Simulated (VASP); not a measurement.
A run of VASP 6.6.1 is set up as follows.

Contents of POSCAR:

```
TaN
1.0
    3.1338393792      0.0000000000      0.0000000000
   -1.5669196896      2.7139845138      0.0000000000
    0.0000000000      0.0000000000      6.0892218994
Ta N
2 2
Direct
    0.3333333333      0.6666666667      0.0313700747
    0.6666666667      0.3333333333      0.5313700747
    0.3333333333      0.6666666667      0.3536299253
    0.6666666667      0.3333333333      0.8536299253
```

Contents of INCAR.step1:

```
SYSTEM = TaN
PREC = Accurate
ENCUT = 600
ISMEAR = 0
SIGMA = 0.1
LREAL = .False.
LASPH = .True.
NELM = 100
GGA = PE
ALGO = Normal
EDIFF = 1E-4
LWAVE = .True.
LCHARG = .False.
KPAR = 4
```

Contents of INCAR.step2:

```
SYSTEM = TaN
PREC = Accurate
ENCUT = 600
EDIFF = 1E-6
ISMEAR = 0
SIGMA = 0.1
LREAL = .False.
LASPH = .True.
NELM = 100
ALGO = Normal
ISIF = 3
LWAVE = .False.
LCHARG = .False.
METAGGA = R2SCAN
LMIXTAU = .True.
IBRION = 2
NSW = 100
EDIFFG = -0.005
ISTART = 1
KPAR = 4
```

Contents of KPOINTS:

```
Automatic mesh
0
Gamma
  18 18 8
  0 0 0
```

Potentials or basis: VASP PAW PBE potentials, release 64 (Ta_pv, N).

Run with:

```console
$ cat potpaw_PBE.64/Ta_pv/POTCAR potpaw_PBE.64/N/POTCAR > POTCAR
$ cp INCAR.step1 INCAR
$ mpirun -np 4 vasp_std > vasp.out
$ cp INCAR.step2 INCAR
$ mpirun -np 4 vasp_std > vasp.out
```

**Question.** Predict the band gap on the k mesh.

**Answer.** Zero (bands 16 and 17 overlap by 0.27 eV).

**Question.** Predict the space group after relaxing (to 0.1 Å).

**Answer.** P6_3mc (No. 186).

Final structure:
```
Ta N
1.0
     3.13910    0.00000    0.00000
    -1.56955    2.71854    0.00000
     0.00000    0.00000    6.09583
Ta N
2 2
Direct
  0.33333 0.66667 0.03116
  0.66667 0.33333 0.53116
  0.33333 0.66667 0.35384
  0.66667 0.33333 0.85384
```

Caveat: spin-orbit coupling is left out, which moves the levels of the heavy elements. Zero-point motion and thermal expansion aren't in these numbers.
